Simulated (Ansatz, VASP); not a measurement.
# CdSe: VASP beside Ansatz

INCAR

```
SYSTEM = CdSe
PREC     = Accurate       ! precision mode
ENCUT    = 600            ! plane-wave cutoff, eV
EDIFF    = 1E-6           ! SCF threshold, eV
ISMEAR   = 0              ! smearing method
SIGMA    = 0.01           ! smearing width, eV
LREAL    = .FALSE.        ! projectors in reciprocal space
LASPH    = .TRUE.         ! aspherical terms in the spheres
NELM     = 60             ! most SCF steps
ALGO     = Normal         ! electronic algorithm
ISIF     = 3              ! what is computed and relaxed
LWAVE    = .FALSE.        ! write WAVECAR
LCHARG   = .FALSE.        ! write CHGCAR
GGA      = PE             ! functional
IBRION   = 2              ! ionic algorithm
NSW      = 80             ! ionic steps
EDIFFG   = -0.01          ! ionic threshold
```

File KPOINTS:

```
regular mesh
0
G
  6 6 6
  0 0 0
```

Contents of POSCAR:

```
CdSe
1.0
    0.0000000000      3.0702712000      3.0702712000
    3.0702712000      0.0000000000      3.0702712000
    3.0702712000      3.0702712000      0.0000000000
Cd Se
1 1
Direct
    0.0000000000      0.0000000000      0.0000000000
    0.7500000000      0.7500000000      0.7500000000
```

Input for Ansatz:

```yaml
crystal:
  lattice:
    - [0.0, 3.0702712, 3.0702712]
    - [3.0702712, 0.0, 3.0702712]
    - [3.0702712, 3.0702712, 0.0]
  atoms:
    - { symbol: Cd, position: [0.0, 0.0, 0.0] }
    - { symbol: Se, position: [0.75, 0.75, 0.75] }
basis:
  ecutwfc: 550.0
kpoints:
  mp_grid:
    grid: [6, 6, 6]
hamiltonian:
  xc: pbe
  dispersion: none
scf:
  convergence:
    dr2_threshold: 1.0e-09
  occupations:
    method: fixed
relax:
  cell: {}
```

Alike in both runs: task relaxation of cell and atoms; functional PBE; k mesh 6 × 6 × 6; no spin polarisation.

```csv
,VASP,Ansatz
version,VASP 6.6.1,Ansatz 0.2.0
potentials or method,"VASP PAW PBE potentials, release 64 (Cd, Se), cutoff 600 eV","plane waves, PAW"
occupations,"gaussian, width 0.01 eV",fixed
valence electrons in the cell,18,36
```

```tsv
	VASP	Ansatz	Ansatz less VASP
relaxed volume (Å³/atom)	29.88	29.75	-0.128
relaxed cell length with the largest relative difference (Å)	4.388	4.382	-0.0063
```

VASP's potentials hold 18 valence electrons a cell and Ansatz's 36, so a difference there can come from the potentials and not from the codes. Ansatz's warnings: stress scf threshold loose.
